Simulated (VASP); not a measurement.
A run of VASP 6.6.1 is set up as follows.

INCAR

```
SYSTEM = BaLi7F9
ALGO = Normal
EDIFF = 1E-6
ENCUT = 910
GGA = PE
GGA_COMPAT = .False.
ISIF = 2
ISMEAR = -1
ISYM = 0
LASPH = .True.
LCHARG = .False.
LREAL = Auto
LWAVE = .False.
NBANDS = 61
NELM = 120
PREC = Accurate
SIGMA = 0.05
```

KPOINTS

```
k-points
0
Gamma
  1 1 1
  0 0 0
```

The input POSCAR:

```
BaLi7F9
1.0
    5.6029570000      0.0278370000     -0.0374620000
    0.0278370000      5.7534950000     -0.0718080000
   -0.0374620000     -0.0718080000      5.5402340000
Ba F Li
1 9 7
Direct
    0.7863601653      0.0251368852      0.6838910873
    0.6808694353      0.6348660564      0.4145783721
    0.0366005111      0.3918872112      0.5751442566
    0.2862538461      0.5348962995      0.1845843470
    0.8262382910      0.6663788037      0.9778870113
    0.3593749545      0.8031257246      0.7642151499
    0.4918039953      0.1056508852      0.2927137265
    0.4916813055      0.3131203719      0.8371828541
    0.0388167803      0.2082612673     -0.0046415044
    0.0745325931      0.9230891392      0.3765668246
    0.1964999013      0.2538597863      0.3046872105
    0.9784678454      0.6356700682      0.2794141112
    0.6159073990      0.5659143614      0.7550058899
    0.6045890038      0.4285642839      0.1828822496
    0.1813127190      0.5014050144      0.8403443299
    0.2880952548      1.0140366562      0.0001885423
    0.3729688553      0.7963252440      0.4020811544
```

Potentials or basis: VASP PAW PBE potentials, release 64 (Ba_sv, F_h, Li_sv).

Command:

```sh
$ cat potpaw_PBE.64/Ba_sv/POTCAR potpaw_PBE.64/F_h/POTCAR potpaw_PBE.64/Li_sv/POTCAR > POTCAR
$ mpirun -np 1 vasp_gam > vasp.out
```

Problem. Predict the pressure.

Solution. 7.4 GPa.

Problem. Estimate the largest force.

Solution. 1.115 eV/Å.

Stress tensor (GPa, compression positive):
```
8.32 0.13 0.37
0.13 7.25 1.58
0.37 1.58 6.62
```

Caveat: the k points lie up to 1.13 Å⁻¹ apart, too coarse for converged energies, forces and pressures; the atoms stand as in a frame of molecular dynamics.
